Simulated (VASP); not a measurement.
## RuBrF2: relaxation of cell and atoms with PBE

Crystal: RuBrF2.

```
Ru Br F
1.0
     2.76056    0.00000    0.00000
     0.00000    2.76056    0.00000
     0.00000    0.00000    9.27818
Ru Br F
1 1 2
Direct
  0.00000 0.00000 0.10047
  0.00000 0.00000 0.83497
  0.00000 0.00000 0.30009
  0.00000 0.00000 0.62041
```

The cell was generated, and may not be a known phase.

```yaml
Program: VASP 6.6.1
Task: relaxation of cell and atoms
Functional: PBE
Potentials_or_basis: VASP PAW PBE potentials, release 64 (Ru_pv, Br, F)
Cutoff: 600 eV
k_mesh: 16 × 16 × 6
Occupations: gaussian, width 0.1 eV
Spin: collinear spin, ferromagnetic start
Starting_moments: "[-0.23, 0.0, 0.0, 0.0] μB"
Dipole_correction: no
Further_INCAR_settings: ALGO = Normal; EDIFF = 1e-07; IBRION = 2; EDIFFG = -0.01; NSW = 100; ISIF = 3
```

| Property | Result |
| --- | --- |
| Relaxed volume | 17.53 Å³/atom |
| Relaxed cell | a = 2.743 Å, b = 2.743 Å, c = 9.317 Å, α = 90.00°, β = 90.00°, γ = 90.00° |
| Space group after relaxing (to 0.1 Å) | P4mm (No. 99) |
| Energy gained by relaxing | 0.7 meV/atom |
| Ionic steps | 9 |
| Pressure after relaxing | 0.0 GPa |
| Largest force after relaxing | 0.009 eV/Å |
| Net moment | 0.00 μB per cell |
| Valence electrons inside the program's atomic spheres | Ru 12.41; Br 4.74; F 5.98, 5.94 |

Forces in eV/Å, atoms in the order of the input:
```
Ru   0.000  0.000  0.004
Br   0.000  0.000  0.000
F    0.000  0.000  0.005
F    0.000  0.000 -0.009
```

Step by step:
```csv
step,energy change (eV),largest force (eV/Å),pressure (GPa),volume (Å³)
1,0.0000,0.1832,0.07,70.71
2,0.0037,0.4912,-1.14,70.79
3,-0.0013,0.0987,-0.35,70.73
4,-0.0024,0.0584,-0.17,70.41
5,-0.0028,0.0520,0.01,70.10
6,-0.0029,0.0388,0.06,70.09
7,-0.0029,0.0381,0.05,70.09
8,-0.0029,0.0305,-0.10,70.14
9,-0.0029,0.0089,-0.02,70.11
```

Final structure:
```
Ru Br F
1.0
     2.74318    0.00000    0.00000
     0.00000    2.74318    0.00000
     0.00000    0.00000    9.31745
Ru Br F
1 1 2
Direct
  0.00000 0.00000 0.10103
  0.00000 0.00000 0.83417
  0.00000 0.00000 0.30047
  0.00000 0.00000 0.62028
```

Levels at points of the mesh, in eV from the Fermi level:
Spin up:
```
           k point  band 15  band 16  band 17  band 18  band 19  band 20
(0.00, 0.00, 0.00)    -0.99     0.00     0.00     0.94     1.19     1.19
(0.50, 0.00, 0.00)    -0.96    -0.64    -0.19     0.39     2.00     2.80
(0.50, 0.50, 0.00)    -2.05    -0.88    -0.88     0.50     2.16     3.65
(0.00, 0.00, 0.50)    -1.23    -0.02    -0.02     0.94     1.20     1.20
(0.50, 0.00, 0.50)    -0.95    -0.64    -0.39     0.39     2.00     2.79
(0.50, 0.50, 0.50)    -2.08    -0.86    -0.86     0.33     2.16     3.75
```
Spin down:
```csv
k point,band 13,band 14,band 15,band 16,band 17,band 18,band 19,band 20,band 21
"(0.00, 0.00, 0.00)",-1.26,-1.26,-0.99,0.00,0.00,0.94,1.19,1.19,4.40
"(0.50, 0.00, 0.00)",-2.56,-1.39,-0.96,-0.64,-0.19,0.39,2.00,2.80,2.94
"(0.50, 0.50, 0.00)",-3.71,-2.05,-2.05,-0.88,-0.88,0.50,2.16,3.65,4.46
"(0.00, 0.00, 0.50)",-1.25,-1.25,-1.23,-0.02,-0.02,0.94,1.20,1.20,4.71
"(0.50, 0.00, 0.50)",-2.61,-1.34,-0.95,-0.64,-0.39,0.39,2.00,2.79,3.04
"(0.50, 0.50, 0.50)",-3.71,-2.08,-2.08,-0.86,-0.86,0.33,2.16,3.75,4.46
```

Run time: 9.2 min on 4 MPI ranks on AMD EPYC 9R45 96-Core Processor (Zen 5), on a shared host, peak memory 0.64 GiB a rank.

Caveat: this functional lacks dispersion, which binds layers or chains, so the pressure and a relaxed spacing across them are unreliable.
